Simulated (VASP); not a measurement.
A run of VASP 6.6.1 is set up as follows.

INCAR

```
  PREC = Accurate
  ENCUT = 520
  EDIFF = 1E-7
  ISMEAR = 1
  SIGMA = 0.1
  LREAL = F
  LASPH = T
  NELM = 150
  ALGO = Normal
  ISIF = 2
  LWAVE = F
  LCHARG = T
  ISPIN = 2
  MAGMOM = 2
  LORBIT = 11
  LMAXMIX = 4
  GGA = PE
  LELF = T
  LVHAR = T
  NBANDS = 16
```

Contents of KPOINTS:

```
regular mesh
0
Gamma
  20 20 20
```

POSCAR

```
V
1.0
   -1.5143500000      1.5143500000      1.5143500000
    1.5143500000     -1.5143500000      1.5143500000
    1.5143500000      1.5143500000     -1.5143500000
V
1
Direct
    0.0000000000      0.0000000000      0.0000000000
```

Potentials or basis: VASP PAW PBE potentials, release 64 (V_sv).

Run with:

```sh
$ cat potpaw_PBE.64/V_sv/POTCAR > POTCAR
$ mpirun -np 1 vasp_std > vasp.out
```

Q: Estimate the pressure.

A: -5.3 GPa.

Q: What does it give for the net moment?

A: 0.00 μB per cell.

Caveat: the cell stands under tension.
